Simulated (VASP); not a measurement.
# MgS (F-43m) in VASP: notebook, part 2 of 2

VASP 6.6.1.

**5. Single point, LDA**

This run uses another cell than the first one, of 21.86 Å³/atom, 1.521 times its volume.

INCAR

```
SYSTEM = MgS
ALGO = Normal
EDIFF = 1E-6
ENCUT = 520
ISIF = 2
ISMEAR = 0
LASPH = .TRUE.
LCHARG = .TRUE.
LELF = .TRUE.
LREAL = .FALSE.
LVHAR = .TRUE.
LWAVE = .FALSE.
NBANDS = 11
NELM = 100
PREC = Accurate
SIGMA = 0.01
```

KPOINTS

```
k-points
0
G
  7 7 7
  0 0 0
```

POSCAR

```
MgS
1.0
    0.0000000000      2.7962224227      2.7962224227
    2.7962224227      0.0000000000      2.7962224227
    2.7962224227      2.7962224227      0.0000000000
Mg S
1 1
Direct
    0.0000000000      0.0000000000      0.0000000000
    0.7500000000      0.7500000000      0.7500000000
```

Potentials or basis: VASP PAW LDA potentials, release 64 (Mg, S).

On the command line:

```
$ cat potpaw_LDA.64/Mg/POTCAR potpaw_LDA.64/S/POTCAR > POTCAR
$ mpirun -np 1 vasp_std > vasp.out
```

OUTCAR:

```text
SYSTEM = MgS
   EDIFF = 1E-6
   ENCUT = 520
   ISIF = 2
   ISMEAR = 0
   LASPH = .TRUE.
   LREAL = .FALSE.
   NELM = 100
   PREC = Accurate

 ion  position               nearest neighbor table
   1  0.000  0.000  0.000-   2 2.42   2 2.42   2 2.42   2 2.42
   2  0.750  0.750  0.750-   1 2.42   1 2.42   1 2.42   1 2.42

  LATTYP: Found a face centered cubic cell.
 ALAT       =     5.5924448454

  Lattice vectors:

 A1 = (   0.0000000000,   2.7962224227,   2.7962224227)
 A2 = (   2.7962224227,   0.0000000000,   2.7962224227)
 A3 = (   2.7962224227,   2.7962224227,   0.0000000000)

Analysis of symmetry for initial positions (statically):
=====================================================================
 Subroutine PRICEL returns:
 Original cell was already a primitive cell.

 Routine SETGRP: Setting up the symmetry group for a
 face centered cubic supercell.

 Subroutine GETGRP returns: Found 24 space group operations
 (whereof 24 operations were pure point group operations)
 out of a pool of 48 trial point group operations.

The static configuration has the point symmetry T_d .

Analysis of symmetry for dynamics (positions and initial velocities):
=====================================================================
 Subroutine PRICEL returns:
 Original cell was already a primitive cell.

 Routine SETGRP: Setting up the symmetry group for a
 face centered cubic supercell.

 Subroutine GETGRP returns: Found 24 space group operations
 (whereof 24 operations were pure point group operations)
 out of a pool of 48 trial point group operations.

The dynamic configuration has the point symmetry T_d .

 Subroutine INISYM returns: Found 24 space group operations
 (whereof 24 operations are pure point group operations),
 and found     1 'primitive' translations

----------------------------------------------------------------------------------------

                                     Primitive cell

[... 112 lines left out ...]
   AEXX    =    0.0000 exact exchange contribution
   IVDW    =     0    specifies the selected vdW correction
   LEPSILON=     F    determine dielectric tensor
   LRPA    =     F    only Hartree local field effects (RPA)
 non-spin polarized calculation
 Gauss-broadening in eV      SIGMA  =   0.01
  energy-cutoff  :      520.00
  volume of cell :       43.73
 maximum number of plane-waves:      1243
 NGX is ok and might be reduce to    30
   NGX = 15   NGY = 15   NGZ = 15

 number of electron       8.0000000 magnetization

 Free energy of the ion-electron system (eV)
  ---------------------------------------------------
  ext. energy  EPLUGINS =         0.00000000
  ---------------------------------------------------
  free energy    TOTEN  =        -9.39351670 eV

  energy without entropy =       -9.39351670  energy(sigma->0) =       -9.39351670

 E-fermi :   1.1731     XC(G=0):  -8.9028

 val. band max:        1.1320312192   @ k =   0.0000   0.0000   0.0000
 cond. band min:       4.5126271102   @ k =   0.0000   0.0000   0.0000
 fundamental gap:      3.3805958910
 Fermi energy:         1.1730809375

 k-point     1 :       0.0000    0.0000    0.0000
  band No.  band energies     occupation
      1     -10.2322      2.00000
      2       1.1320      2.00000
      3       1.1320      2.00000
      4       1.1320      2.00000
      5       4.5126      0.00000
      6       8.9932      0.00000
      7       8.9932      0.00000
      8       8.9932      0.00000
      9      11.9499      0.00000
     10      11.9499      0.00000
     11      14.7919      0.00000
[... 253 lines left out ...]
 k-point    20 :      -0.2857    0.4286    0.1429
  band No.  band energies     occupation
      1      -9.2372      2.00000
      2      -1.3591      2.00000
      3      -0.9369      2.00000
      4      -0.0107      2.00000
      5       6.3868      0.00000
      6       8.4881      0.00000
      7       9.7372      0.00000
      8      10.1175      0.00000
      9      13.0726      0.00000
     10      13.7893      0.00000
     11      16.2027      0.00000

------------------------ aborting loop because EDIFF is reached ----------------------------------------

  FORCE on cell =-STRESS in cart. coord.  units (eV):
  Direction    XX          YY          ZZ          XY          YZ          ZX
  --------------------------------------------------------------------------------------
  -------------------------------------------------------------------------------------
  Total       -0.0810829     -0.0810829     -0.0810829      0.0000000      0.0000000     -0.0000000
  in kB       -2.9709447     -2.9709447     -2.9709447      0.0000000      0.0000000     -0.0000000
  external PRESSURE =      -2.9709447 kB  Pullay stress =       0.0000000 kB

 VOLUME and BASIS-vectors are now :
 -----------------------------------------------------------------------------
  energy-cutoff  :      520.00
  volume of cell :       43.73
      direct lattice vectors                 reciprocal lattice vectors
     0.000000000  2.796222423  2.796222423    -0.178812671  0.178812671  0.178812671
     2.796222423  0.000000000  2.796222423     0.178812671 -0.178812671  0.178812671
     2.796222423  2.796222423  0.000000000     0.178812671  0.178812671 -0.178812671

 POSITION                                       TOTAL-FORCE (eV/Angst)
 -----------------------------------------------------------------------------------
      0.00000      0.00000      0.00000        -0.000000     -0.000000     -0.000000
      4.19433      4.19433      4.19433         0.000000      0.000000      0.000000
 -----------------------------------------------------------------------------------
    total drift:                               -0.000000     -0.000000     -0.000000

  FREE ENERGIE OF THE ION-ELECTRON SYSTEM (eV)
  ---------------------------------------------------
  free  energy   TOTEN  =        -9.3935166960 eV

  energy  without entropy=       -9.3935166960  energy(sigma->0) =       -9.39351670
```

OSZICAR:

```text
N       E                     dE             d eps       ncg     rms          rms(c)
DAV:   1     0.232149043667E+02    0.23215E+02   -0.34778E+03   440   0.582E+02
DAV:   2    -0.813203335754E+01   -0.31347E+02   -0.30270E+02   538   0.986E+01
DAV:   3    -0.993699737278E+01   -0.18050E+01   -0.18029E+01   542   0.261E+01
DAV:   4    -0.995180200100E+01   -0.14805E-01   -0.14804E-01   513   0.287E+00
DAV:   5    -0.995198448361E+01   -0.18248E-03   -0.18248E-03   558   0.317E-01    0.413E+00
DAV:   6    -0.945095499505E+01    0.50103E+00   -0.12388E+00   499   0.408E+00    0.311E+00
DAV:   7    -0.939838350282E+01    0.52571E-01   -0.23350E-01   529   0.189E+00    0.230E+00
DAV:   8    -0.939445354529E+01    0.39300E-02   -0.14235E-02   494   0.695E-01    0.120E+00
DAV:   9    -0.939349630500E+01    0.95724E-03   -0.21710E-03   503   0.230E-01    0.361E-01
DAV:  10    -0.939351630686E+01   -0.20002E-04   -0.65628E-05   515   0.436E-02    0.125E-01
DAV:  11    -0.939351674121E+01   -0.43435E-06   -0.32416E-05   518   0.249E-02    0.425E-02
DAV:  12    -0.939351669599E+01    0.45226E-07   -0.77541E-07   340   0.490E-03
   1 F= -.93935167E+01 E0= -.93935167E+01  d E =-.237132E-11
```

Wall time 10 s (1 thread of Intel Xeon 6975P-C, shared host); peak memory 0.15 GiB.

What came out:

```
Free energy            : -9.3935 eV
Pressure               : -0.3 GPa
Band gap on the k mesh : 3.38 eV, direct
```

Levels at points of the mesh, in eV from the valence-band top:
```tsv
k point	band 1	band 2	band 3	band 4	band 5	band 6	band 7	band 8	band 9
(0.00, 0.00, 0.00)	-11.36	0.00	0.00	0.00	3.38	7.86	7.86	7.86	10.82
```

A k mesh can miss the band edges. Expect the measured gap to be larger: semilocal functionals such as LDA lack the derivative discontinuity.

**6. Summary**

```csv
cell,gap on the mesh (eV),pressure (GPa)
"a = 3.439 Å, angles 60.0°, 2 atoms",3.11,60.7
"a = 3.540 Å, angles 60.0°, 2 atoms",3.32,40.2
"a = 3.686 Å, angles 60.0°, 2 atoms",3.55,19.8
"a = 3.954 Å, angles 60.0°, 2 atoms",3.38,-0.3
```

Alike in all rows: task single point; level LDA; potentials or basis VASP PAW LDA potentials, release 64 (Mg, S); no spin polarisation; k mesh 7 × 7 × 7; cutoff (eV) 520; smearing gaussian 0.01 eV.

Total energies depend on the potentials used, so only differences within one code and one set of settings carry meaning.
